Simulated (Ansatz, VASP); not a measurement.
# GaBAs2 in VASP and in Ansatz

```
CELL_PARAMETERS angstrom
3.66157 0.00000 0.00000
0.00000 3.66157 0.00000
0.00000 0.00000 5.35475
ATOMIC_POSITIONS crystal
B 0.00000 0.00000 0.00000
As 0.00000 0.50000 0.21397
As 0.50000 0.00000 0.78603
Ga 0.50000 0.50000 0.50000
```

Alike in both runs: task single point; functional r2SCAN; k mesh 8 × 8 × 6; no spin polarisation.

|  | VASP | Ansatz |
| --- | --- | --- |
| version | VASP 6.6.1 | Ansatz 0.2.0 |
| potentials or method | VASP PAW PBE potentials, release 64 (B, As, Ga_d) | plane waves, PAW |
| plane-wave cutoff (eV) | 520 | 500 |
| occupations | gaussian, width 0.01 eV | fixed |
| valence electrons in the cell | 26 | 46 |

VASP gave:

```
gap on the k mesh at the Fermi level (eV) : 0.77
pressure (GPa)                            : 0.1
```

Question: What did Ansatz give for the same quantities?

Answer: gap on the k mesh at the Fermi level (eV): 0.78; pressure (GPa): 0.0.

VASP's potentials were made for PBE, not for r2SCAN. VASP's potentials hold 26 valence electrons a cell and Ansatz's 46, so a difference there can come from the potentials and not from the codes.
